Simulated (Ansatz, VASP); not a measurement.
Two plane-wave programs on Pb

```xyz
1
Lattice="0.0000 2.4698 2.3957 2.4698 0.0000 2.3957 2.4698 2.4698 0.0000" Properties=species:S:1:pos:R:3 pbc="T T T"
Pb    0.0000    0.0000    0.0000
```

Change from the starting cell: strain -0.0300 x Voigt [0, 0, 1, 0, 0, 0], atoms carried along.

Alike in both runs: task single point; functional PBE; k mesh 16 × 16 × 16; occupations gaussian, width 0.15 eV; no spin polarisation.

|  | VASP | Ansatz |
| --- | --- | --- |
| version | VASP 6.6.1 | Ansatz 0.2.0 |
| potentials or method | VASP PAW PBE potentials, release 64 (Pb_d), cutoff 520 eV | scalar-relativistic, plane waves, PAW |
| valence electrons in the cell | 14 | 14 |

```csv
,VASP,Ansatz,Ansatz less VASP
gap on the k mesh at the Fermi level (eV),none,none,-
pressure (GPa),4.3,4.4,+0.07
"traceless stress, the component that is largest in VASP (GPa)",0.46,0.45,-0.004
```

A gap of «none» marks a metal or a gap that the smearing closes.

Spin-orbit coupling is off throughout.
